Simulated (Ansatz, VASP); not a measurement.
**Two plane-wave programs on InBiO**

File INCAR:

```
SYSTEM = InBiO
PREC     = Accurate       ! precision mode
ENCUT    = 600            ! plane-wave cutoff, eV
EDIFF    = 1E-6           ! SCF threshold, eV
ISMEAR   = 0              ! smearing method
SIGMA    = 0.1            ! smearing width, eV
LREAL    = .FALSE.        ! projectors in reciprocal space
LASPH    = .TRUE.         ! aspherical terms in the spheres
NELM     = 60             ! most SCF steps
ALGO     = Normal         ! electronic algorithm
ISIF     = 3              ! what is computed and relaxed
LWAVE    = .FALSE.        ! write WAVECAR
LCHARG   = .FALSE.        ! write CHGCAR
GGA      = PE             ! functional
IBRION   = 2              ! ionic algorithm
NSW      = 90             ! ionic steps
EDIFFG   = -0.04          ! ionic threshold
```

Contents of KPOINTS:

```
regular mesh
0
G
  6 6 4
  0 0 0
```

Contents of POSCAR:

```
InBiO
1.0
    4.4527030300      0.0000000000      0.0000000000
   -2.2263515100      3.8561539400      0.0000000000
    0.0000000000      0.0000000000      4.4086072600
In Bi O
1 1 1
Direct
    0.0000000000      0.0000000000      0.5000000000
    0.3333333300      0.6666666700      0.0000000000
    0.6666666700      0.3333333300      0.5000000000
```

Input for Ansatz:

```yaml
crystal:
  lattice:
    - [4.45270303, 0.0, 0.0]
    - [-2.22635151, 3.85615394, 0.0]
    - [0.0, 0.0, 4.40860726]
  atoms:
    - { symbol: In, position: [0.0, 0.0, 0.5] }
    - { symbol: Bi, position: [0.33333333, 0.66666667, 0.0] }
    - { symbol: O, position: [0.66666667, 0.33333333, 0.5] }
basis:
  ecutwfc: 420
kpoints:
  mp_grid: { grid: [6, 6, 4] }
hamiltonian:
  xc: pbe
scf:
  occupations: { method: gaussian, width: 0.1 }
  lower_state_search: "off"
output:
  forces: true
  stress: true
  eigenvalues: true
relax:
  adjacent_minimum: "off"
  f_tol: 0.04
  max_steps: 70
  cell: { stress_tol: 0.4 }
```

Change from the starting cell: species swapped into the CaCuSi type (P-6m2, No. 187).

Alike in both runs: task relaxation of cell and atoms; functional PBE; k mesh 6 × 6 × 4; occupations gaussian, width 0.1 eV; no spin polarisation.

|  | VASP | Ansatz |
| --- | --- | --- |
| version | VASP 6.6.1 | Ansatz 0.2.0 |
| potentials or method | VASP PAW PBE potentials, release 64 (In_d, Bi_d, O), cutoff 600 eV | scalar-relativistic, plane waves, PAW |
| valence electrons in the cell | 34 | 34 |

```tsv
	VASP	Ansatz	Ansatz less VASP
gap on the k mesh at the Fermi level, each at its own relaxed structure (eV)	none	none	-
relaxed volume (Å³/atom)	22.28	22.77	+0.488
relaxed cell length with the largest relative difference (Å)	5.808	5.989	+0.1809
```

A gap of «none» marks a metal or a gap that the smearing closes.

Spin-orbit coupling is off throughout.
